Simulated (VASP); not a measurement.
Input of a VASP 6.6.1 run:

Contents of INCAR:

```
SYSTEM = KTaO3
ALGO = Normal
EDIFF = 1E-6
ENCUT = 520
GGA = PE
ISIF = 2
ISMEAR = 0
LASPH = .TRUE.
LCHARG = .TRUE.
LELF = .TRUE.
LREAL = .FALSE.
LVHAR = .TRUE.
LWAVE = .FALSE.
NBANDS = 27
NELM = 100
PREC = Accurate
SIGMA = 0.05
```

Contents of KPOINTS:

```
k-points
0
G
  8 8 8
  0 0 0
```

The input POSCAR:

```
KTaO3
1.0
    3.7431111446      0.0000000000      0.0000000000
    0.0000000000      4.0248506931      0.0000000000
    0.0000000000      0.0000000000      4.0248506931
K Ta O
1 1 3
Direct
    0.5000000000      0.5000000000      0.5000000000
    0.0000000000      0.0000000000      0.0000000000
    0.5000000000      0.0000000000      0.0000000000
    0.0000000000      0.5000000000      0.0000000000
    0.0000000000      0.0000000000      0.5000000000
```

Potentials or basis: VASP PAW PBE potentials, release 64 (K_sv, Ta_pv, O).

The run is started by

```console
$ cat potpaw_PBE.64/K_sv/POTCAR potpaw_PBE.64/Ta_pv/POTCAR potpaw_PBE.64/O/POTCAR > POTCAR
$ mpirun -np 1 vasp_std > vasp.out
```

(1) Estimate the pressure.

(2) Predict the band gap on the k mesh.

## Answers

(1) 19.2 GPa.

(2) 2.13 eV, indirect (least direct gap 2.67 eV).

Caveat: the cell differs from its parent crystal (normal strain along x -0.0700, normal strain along y +0.0000); spin-orbit coupling is left out, which moves the levels of the heavy elements.
